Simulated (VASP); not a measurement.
Runs of VASP 6.6.1 on HfH2. The structure is that of space group I4/mmm (No. 139), or close to it. The cells are those of the table. 

```csv
task,cell,k mesh,cutoff (eV),gap on the mesh (eV),pressure (GPa)
relaxation of cell and atoms,"relaxed to 1 GPa from a = 3.228 Å, angles 115.3, 115.3, 98.3°, 3 atoms",16 × 16 × 16,600,none,1.0
single point,"a = 2.992 Å, angles 113.0, 113.0, 102.7°, 3 atoms",18 × 18 × 18,520,none,49.7
single point,"a = 3.158 Å, angles 114.7, 114.7, 99.5°, 3 atoms",16 × 16 × 16,520,none,11.4
single point,"a = 3.091 Å, angles 114.0, 114.0, 100.7°, 3 atoms",16 × 16 × 16,520,none,(a)
single point,"a = 2.879 Å, angles 111.4, 111.4, 105.6°, 3 atoms",18 × 18 × 18,520,none,90.1
```

Alike in all rows: level PBEsol; potentials or basis VASP PAW PBE potentials, release 64 (Hf_pv, H); no spin polarisation; smearing gaussian 0.1 eV.

**Question.** Fill in the values left out.

**Answer.** (a) 24.5.

Caveats: the PAW data sets were made with another functional, which shifts forces and pressure a little; spin-orbit coupling is left out, which moves the levels of the heavy elements; the cell stands under pressure (at least some runs); the cell is relaxed towards a set pressure, so the run minimises the enthalpy, not the energy (at least some runs).

A k mesh can miss the band edges, and the runs leave out spin-orbit coupling on Hf.

A gap of «none» marks levels without a gap at the run's occupations.
